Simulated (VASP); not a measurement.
## CdF2: single point with PBE

CdF2:

```
Cd F
1.0
     0.00000    2.59257    2.73491
     2.59257    0.00000    2.73491
     2.59257    2.59257    0.00000
Cd F
1 2
Direct
  0.00000 0.00000 0.00000
  0.25000 0.25000 0.25000
  0.75000 0.75000 0.75000
```

```json
{
  "Program": "VASP 6.6.1",
  "Task": "single point",
  "Functional": "PBE",
  "Potentials or basis": "VASP PAW PBE potentials, release 64 (Cd, F)",
  "Cutoff": "520 eV",
  "k mesh": "8 × 8 × 8",
  "Occupations": "gaussian, width 0.05 eV",
  "Spin": "no spin polarisation",
  "Dipole correction": "no",
  "Further INCAR settings": "ALGO = Normal; EDIFF = 1e-06; NBANDS = 20"
}
```

```yaml
Pressure: 14.9 GPa
Band_gap_on_the_k_mesh: 3.21 eV (least direct gap 3.58 eV)
```

Stress tensor (GPa, compression positive):
```
16.88  0.00  0.00
 0.00 16.88  0.00
 0.00  0.00 11.01
```

Levels at points of the mesh, in eV from the valence-band top:
```
           k point  band 10  band 11  band 12  band 13  band 14  band 15  band 16  band 17
(0.00, 0.00, 0.00)    -1.01    -0.53    -0.53    -0.36     3.21    12.91    12.91    13.05
(0.50, 0.00, 0.00)    -2.18    -2.05    -0.41    -0.39     7.58     9.26    14.81    15.21
(0.50, 0.50, 0.00)    -3.28    -0.86    -0.09    -0.09     8.47    10.07    12.03    14.95
(0.50, 0.00, 0.50)    -3.14    -0.54    -0.23    -0.07     8.41     9.85    12.02    14.35
```

It took 21 s on 1 thread of AMD EPYC 9R45 96-Core Processor (Zen 5), on a shared host, peak memory 0.15 GiB.

Caveat: the cell stands under pressure. Expect the measured gap to be larger: semilocal functionals such as PBE lack the derivative discontinuity.
